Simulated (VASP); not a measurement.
Runs of VASP 6.6.1 on TaF3. The structure is that of space group Pm-3m (No. 221), or close to it. The cells are those of the table. 

```csv
task,level,U,cell,cutoff (eV),smearing,gap on the mesh (eV),pressure (GPa),relaxed volume (Å³/atom)
relaxation of cell and atoms,r2SCAN+U,Ta d U = 4.0 eV,"relaxed from a = 3.965 Å, 4 atoms",600,fermi-dirac 0.1 eV,none,0.1,17.73
relaxation of cell and atoms,r2SCAN,-,"relaxed from a = 3.965 Å, 4 atoms",600,methfessel-paxton 0.025 eV,none,0.1,(a)
single point,r2SCAN,-,"a = 4.089 Å, 4 atoms",520,methfessel-paxton 0.025 eV,none,0.4,-
relaxation of cell and atoms,r2SCAN,-,"relaxed from a = 3.965 Å, 4 atoms",600,fermi-dirac 0.1 eV,none,0.1,(b)
single point,r2SCAN+U,Ta d U = 4.0 eV,"a = 4.114 Å, 4 atoms",520,fermi-dirac 0.1 eV,none,2.1,-
relaxation of cell and atoms,r2SCAN,-,"relaxed from a = 3.965 Å, 4 atoms",600,methfessel-paxton 0.05 eV,none,0.0,17.15
single point,r2SCAN,-,"a = 4.090 Å, 4 atoms",520,methfessel-paxton 0.05 eV,none,0.3,-
single point,r2SCAN,-,"a = 4.091 Å, 4 atoms",520,fermi-dirac 0.1 eV,none,0.3,-
```

Alike in all rows: potentials or basis VASP PAW PBE potentials, release 64 (Ta_pv, F); no spin polarisation; k mesh 5 × 5 × 5.

Q: Fill in the values left out.

A: (a) 17.13; (b) 17.16.

Caveats: the PAW data sets were made with another functional, which shifts forces and pressure a little; spin-orbit coupling is left out, which moves the levels of the heavy elements; U without spin polarisation on a metal has little footing (some runs); the volume moved by +10 % from the deposited cell, more than functionals usually miss (some runs); the volume moved by +14 % from the deposited cell, more than functionals usually miss (some runs).

A k mesh can miss the band edges, and the runs leave out spin-orbit coupling on Ta.

A gap of «none» marks levels without a gap at the run's occupations.
